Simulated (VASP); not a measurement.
MgO:

```xyz
4
Lattice="3.0078 0.0000 0.0000 -1.5039 2.6049 0.0000 0.0000 0.0000 4.9117" Properties=species:S:1:pos:R:3 pbc="T T T"
Mg    0.0000    0.0000    0.0000
Mg    0.0000    0.0000    2.4559
O     0.0000    1.7366    1.2279
O     1.5039    0.8683    3.6838
```

```yaml
Program: VASP 6.6.1
Task: relaxation of cell and atoms
Functional: PBE
Potentials_or_basis: VASP PAW PBE potentials, release 64 (Mg, O)
Cutoff: 600 eV
k_mesh: 9 × 9 × 6
Occupations: gaussian, width 0.02 eV
Spin: no spin polarisation
```

At the start: pressure 2.2 GPa; volume 9.62 Å³/atom.

Question: Where does the relaxation end?

Answer: Over 7 steps the energy falls by 39.3 meV/atom and the volume is 9.71 Å³/atom (+0.9 %); space group P6_3/mmc (No. 194, to 0.1 Å) before and after.

The path:
```
step  energy change (eV)  largest force (eV/Å)  pressure (GPa)  volume (Å³)
   1              0.0000                0.0000            2.21        38.48
   2             -0.1446                0.0000           -1.19        39.14
   3             -0.1567                0.0000           -0.60        39.01
   4             -0.1566                0.0000           -0.65        39.01
   5             -0.1569                0.0000            0.10        38.82
   6             -0.1570                0.0000           -0.04        38.85
   7             -0.1570                0.0000            0.01        38.84
```

Final structure:
```
Mg O
1.0
     2.95209    0.00000    0.00000
    -1.47604    2.55658    0.00000
     0.00000    0.00000    5.14636
Mg O
2 2
Direct
  0.00000 0.00000 0.00000
  0.00000 0.00000 0.50000
  0.33333 0.66667 0.25000
  0.66667 0.33333 0.75000
```
